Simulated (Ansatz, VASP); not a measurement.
Two plane-wave programs on CaSe

```
CELL_PARAMETERS angstrom
0.00000 2.99490 2.99490
2.99490 0.00000 2.99490
2.99490 2.99490 0.00000
ATOMIC_POSITIONS crystal
Ca 0.00000 0.00000 0.00000
Se 0.50000 0.50000 0.50000
```

Alike in both runs: task relaxation of cell and atoms; functional PBE; dispersion D3(BJ); k mesh 7 × 7 × 7; occupations fermi-dirac, width 0.02 eV; no spin polarisation.

|  | VASP | Ansatz |
| --- | --- | --- |
| version | VASP 6.6.1 | Ansatz 0.2.0 |
| potentials or method | VASP PAW PBE potentials, release 64 (Ca_sv, Se), cutoff 600 eV | PAW with Ansatz's default frozen-core files, scalar-relativistic |
| valence electrons in the cell | 16 | 26 |

VASP gave:

* relaxed volume (Å³/atom): 25.37
* relaxed cell length with the largest relative difference (Å): 4.156

**Question.** What did Ansatz give for the same quantities?

**Answer.** Relaxed volume (Å³/atom): 25.28; relaxed cell length with the largest relative difference (Å): 4.150.

VASP's potentials hold 16 valence electrons a cell and Ansatz's 26, so a difference there can come from the potentials and not from the codes.
